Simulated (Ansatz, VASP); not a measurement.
## AlGaN2: VASP beside Ansatz

The input POSCAR:

```
AlGaN2
1.0
    3.1385264203      0.0000000000      0.0000000000
    0.0000000000      3.1385264203      0.0000000000
    0.0000000000      0.0000000000      4.4223567285
Al Ga N
1 1 2
Direct
    0.5000000000      0.5000000000      0.5000000000
    0.0000000000      0.0000000000      0.0000000000
    0.5000000000      0.0000000000      0.7390831711
    0.0000000000      0.5000000000      0.2609168289
```

Contents of INCAR.step1:

```
ALGO     = Normal         # electronic algorithm
EDIFF    = 1E-4           # SCF threshold, eV
ENCUT    = 520            # plane-wave cutoff, eV
GGA      = PE             # functional
ISMEAR   = 0              # smearing method
LASPH    = True           # aspherical terms in the spheres
LCHARG   = False          # write CHGCAR
LREAL    = False          # projectors in reciprocal space
LWAVE    = True           # write WAVECAR
NBANDS   = 21             # bands
NELM     = 80             # most SCF steps
PREC     = Accurate       # precision mode
SIGMA    = 0.02           # smearing width, eV
```

The input INCAR.step2:

```
ALGO     = Normal         # electronic algorithm
EDIFF    = 1E-7           # SCF threshold, eV
ENCUT    = 520            # plane-wave cutoff, eV
ISIF     = 2              # what is computed and relaxed
ISMEAR   = 0              # smearing method
ISTART   = 1            
LASPH    = True           # aspherical terms in the spheres
LCHARG   = False          # write CHGCAR
LMIXTAU  = True         
LREAL    = False          # projectors in reciprocal space
LWAVE    = False          # write WAVECAR
METAGGA  = R2SCAN         # meta-GGA
NBANDS   = 21             # bands
NELM     = 80             # most SCF steps
PREC     = Accurate       # precision mode
SIGMA    = 0.02           # smearing width, eV
```

Contents of KPOINTS:

```
k-points
0
Gamma
  8 8 6
```

Input for Ansatz:

```yaml
crystal:
  lattice:
    - [3.1385264203, 0.0, 0.0]
    - [0.0, 3.1385264203, 0.0]
    - [0.0, 0.0, 4.4223567285]
  atoms:
    - { symbol: Al, position: [0.5, 0.5, 0.5] }
    - { symbol: Ga, position: [0.0, 0.0, 0.0] }
    - { symbol: "N", position: [0.5, 0.0, 0.7390831711] }
    - { symbol: "N", position: [0.0, 0.5, 0.2609168289] }
basis:
  ecutwfc: 500
kpoints:
  mp_grid: { grid: [8, 8, 6] }
hamiltonian:
  xc: r2scan
scf:
  occupations: { method: gaussian, width: 0.02 }
output:
  forces: true
  stress: true
  eigenvalues: true
```

Alike in both runs: task single point; functional r2SCAN; k mesh 8 × 8 × 6; occupations gaussian, width 0.02 eV; no spin polarisation.

```csv
,VASP,Ansatz
version,VASP 6.6.1,Ansatz 0.2.0
potentials or method,"VASP PAW PBE potentials, release 64 (Al, Ga_d, N), cutoff 520 eV","scalar-relativistic, plane waves, PAW"
valence electrons in the cell,26,26
```

```tsv
	VASP	Ansatz	Ansatz less VASP
gap on the k mesh at the Fermi level (eV)	3.38	3.37	-0.009
least direct gap on the mesh (eV)	3.38	3.37	-0.009
pressure (GPa)	0.3	0.0	-0.32
traceless stress, the component that is largest in VASP (GPa)	0.06	0.01	-0.051
rms of the force components (eV/Å)	0.037	0.000	-0.0368
```

VASP's potentials were made for PBE, not for r2SCAN. Atom by atom the forces differ by 0.037 eV/Å (rms over components).
